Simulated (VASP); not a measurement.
**TaN: single point with r2SCAN**

The system is TaN.

```
CELL_PARAMETERS angstrom
0.00000 2.28795 2.07005
2.28795 0.00000 2.07005
2.28795 2.28795 0.00000
ATOMIC_POSITIONS crystal
Ta 0.50000 0.50000 0.50000
N 0.00000 0.00000 0.00000
```

This cell differs from its parent crystal: strain +0.050 along x and y, -0.050 along z.

- Program: VASP 6.6.1
- Task: single point
- Functional: r2SCAN
- Potentials or basis: VASP PAW PBE potentials, release 64 (Ta_pv, N)
- Cutoff: 520 eV
- k mesh: 18 × 18 × 18
- Occupations: gaussian, width 0.15 eV
- Spin: no spin polarisation

```json
{
  "Pressure": "3.7 GPa",
  "Band gap on the k mesh": "zero (bands 8 and 9 overlap by 3.92 eV)"
}
```

Stress tensor (GPa, compression positive):
```
-16.93   0.00   0.00
  0.00 -16.93   0.00
  0.00   0.00  45.03
```

Levels at points of the mesh, in eV from the Fermi level:
| k point | band 5 | band 6 | band 7 | band 8 | band 9 | band 10 | band 11 | band 12 |
| --- | --- | --- | --- | --- | --- | --- | --- | --- |
| (0.00, 0.00, 0.00) | -4.22 | -4.22 | -3.75 | -2.39 | -2.39 | -1.26 | -0.76 | -0.51 |
| (0.50, 0.00, 0.00) | -10.67 | -8.00 | -7.93 | 1.40 | 2.42 | 2.48 | 3.92 | 6.47 |
| (0.50, 0.50, 0.00) | -6.23 | -5.61 | -5.27 | -5.27 | 2.34 | 3.44 | 3.44 | 4.77 |
| (0.50, 0.00, 0.50) | -7.34 | -5.32 | -4.93 | -4.51 | 1.57 | 2.84 | 3.94 | 4.90 |

Wall time 7.9 min on 1 thread of Intel Xeon 8259CL, on a shared host, peak memory 0.28 GiB.

Caveat: the cell differs from its parent crystal (strain +0.050 along x and y, -0.050 along z); the stress differs along the axes, from -17 to 45 GPa; the PAW data sets were made with another functional, which shifts forces and pressure a little; spin-orbit coupling is left out, which moves the levels of the heavy elements.
